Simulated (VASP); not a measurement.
Runs of VASP 6.6.1 on HfAl3N. The structure is that of space group Pm-3m (No. 221), or close to it. The cells are those of the table. 

| task | cell | k mesh | cutoff (eV) | gap on the mesh (eV) | pressure (GPa) | relaxed volume (Å³/atom) |
| --- | --- | --- | --- | --- | --- | --- |
| relaxation of cell and atoms | relaxed from a = 4.178 Å, 5 atoms | 10 × 10 × 10 | 600 | none | 0.0 | 14.69 |
| relaxation of cell and atoms | relaxed from a = 4.093 Å, 5 atoms | 4 × 4 × 4 | 600 | none | 0.0 | 14.61 |
| single point | a = 4.178 Å, 5 atoms | 4 × 4 × 4 | 520 | none | 0.2 | - |
| single point | a = 4.093 Å, 5 atoms | 4 × 4 × 4 | 520 | none | (a) | - |
| single point | a = 4.188 Å, 5 atoms | 10 × 10 × 10 | 520 | none | 0.0 | - |

Alike in all rows: level PBE; potentials or basis VASP PAW PBE potentials, release 64 (Hf_pv, Al, N); no spin polarisation; smearing gaussian 0.1 eV.

Question: Fill in the values left out.

Answer: (a) 8.8.

Caveats: some runs use coarse meshes; spin-orbit coupling is left out, which moves the levels of the heavy elements.

A k mesh can miss the band edges, and the runs leave out spin-orbit coupling on Hf.

A gap of «none» marks levels without a gap at the run's occupations.
